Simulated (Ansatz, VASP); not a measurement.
**Cu in VASP and in Ansatz**

```
Cu
1.0
     0.01588    1.81487    1.81487
     1.81487    0.01588    1.81487
     1.83075    1.83075    0.00000
Cu
1
Cartesian
  0.0000 0.0000 0.0000
```

Change from the starting cell: strain +0.0175 x Voigt [0, 0, 0, 0, 0, 1], atoms carried along.

Alike in both runs: task single point; functional PBE; k mesh 28 × 28 × 28; occupations gaussian, width 0.15 eV; no spin polarisation.

|  | VASP | Ansatz |
| --- | --- | --- |
| version | VASP 6.6.1 | Ansatz 0.2.0 |
| potentials or method | VASP PAW PBE potentials, release 64 (Cu), cutoff 520 eV | scalar-relativistic, plane waves, PAW |
| valence electrons in the cell | 11 | 19 |

|  | VASP | Ansatz | Ansatz less VASP |
| --- | --- | --- | --- |
| gap on the k mesh at the Fermi level (eV) | none | none | - |
| pressure (GPa) | 0.5 | 0.0 | -0.52 |
| traceless stress, the component that is largest in VASP (GPa) | -1.46 | -1.46 | -0.004 |

A gap of «none» marks a metal or a gap that the smearing closes. The functional is the same, so the differences come from potentials, cutoffs and numerics. VASP's potentials hold 11 valence electrons a cell and Ansatz's 19, so a difference there can come from the potentials and not from the codes.
